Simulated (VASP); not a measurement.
Ti: single point with revPBE

Crystal: Ti.

```
Ti
1.0
    -1.70543    1.70543    1.70543
     1.70543   -1.70543    1.70543
     1.70543    1.70543   -1.70543
Ti
1
Direct
  0.00000 0.00000 0.00000
```

This cell differs from its parent crystal: volume scaled by 1.12.

| Property | Result |
| --- | --- |
| Program | VASP 6.6.1 |
| Task | single point |
| Functional | revPBE |
| Potentials or basis | VASP PAW PBE potentials, release 64 (Ti_sv) |
| Cutoff | 520 eV |
| k mesh | 15 × 15 × 15 |
| Occupations | fermi-dirac, width 0.1 eV |
| Spin | no spin polarisation |

```json
{
 "Pressure": "-9.4 GPa",
 "Band gap on the k mesh": "zero (band 6 reaches 7.73 eV, above the bottom of band 7 at 6.31 eV)"
}
```

Levels at points of the mesh, in eV from the Fermi level:
```csv
k point,band 3,band 4,band 5,band 6,band 7,band 8,band 9,band 10
"(0.00, 0.00, 0.00)",-32.85,-32.85,-5.66,0.87,0.87,0.87,2.35,2.35
```

It took 17 s on 1 thread of Intel Xeon 6975P-C (shared host), peak memory 0.15 GiB.

Caveat: the PAW data sets were made with another functional, which shifts forces and pressure a little.
